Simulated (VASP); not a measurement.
Wanted: the native input for a VASP 6.6.1 run.

```
Task                   : single point
Functional             : PBE
Potentials or basis    : VASP PAW PBE potentials, release 64 (Sm_3, B, Rh_pv), 4f in core
Cutoff                 : 500 eV
k mesh                 : 4 × 4 × 4
Occupations            : gaussian, width 0.2 eV
Spin                   : no spin polarisation
Dipole correction      : no
Further INCAR settings : ALGO = Normal; EDIFF = 1e-06; NBANDS = 54
```

The structure of Sm2B2Rh lies in POSCAR:

```
Sm2B2Rh
1.0
   -2.4047497009      4.1651486614      0.0000000000
    0.0000000000      0.0000000000      5.4597043122
    7.2142491027      4.1651486615      0.0000000000
Sm B Rh
4 4 2
Direct
    0.5000000000      0.5000000000      0.1666666667
    0.0000000000      0.5000000000      0.6666666667
    0.0000000000      0.5000000000      0.3333333333
    0.5000000000      0.5000000000      0.8333333333
    0.5000000000      0.6427123031      0.5000000000
    0.0000000000      0.6427123031      0.0000000000
    1.0000000000      0.3572876969      0.0000000000
    0.5000000000      0.3572876969      0.5000000000
    0.5000000000      0.0000000000      0.5000000000
    0.0000000000      0.0000000000      0.0000000000
```

One way to write it, as run:

INCAR

```
SYSTEM = Sm2B2Rh
  ALGO = Normal
  EDIFF = 1E-6
  ENCUT = 500
  GGA = PE
  GGA_COMPAT = .False.
  ISIF = 2
  ISMEAR = 0
  LASPH = .True.
  LCHARG = .True.
  LELF = .True.
  LMAXMIX = 6
  LREAL = .False.
  LVHAR = .True.
  LWAVE = .False.
  NBANDS = 54
  NELM = 200
  PREC = Accurate
  SIGMA = 0.2
```

KPOINTS

```
k-points
0
Gamma
  4 4 4
  0 0 0
```

Potentials or basis: VASP PAW PBE potentials, release 64 (Sm_3, B, Rh_pv), 4f in core.

Command:

```sh
$ cat potpaw_PBE.64/Sm_3/POTCAR potpaw_PBE.64/B/POTCAR potpaw_PBE.64/Rh_pv/POTCAR > POTCAR
$ mpirun -np 1 vasp_std > vasp.out
```

Results of the run:

| Quantity | Value |
| --- | --- |
| Pressure | 0.5 GPa |
| Largest force | 0.060 eV/Å |
| Band gap on the k mesh | zero (bands 43 and 44 overlap by 1.16 eV) |

Caveat: spin-orbit coupling is left out, which moves the levels of the heavy elements; the 4f electrons are frozen in the core, so they carry no moment and show no levels.

Run time: 3.1 min on 1 thread of Intel(R) Xeon(R) 6975P-C (Granite Rapids), with other jobs on the host, peak memory 0.44 GiB.
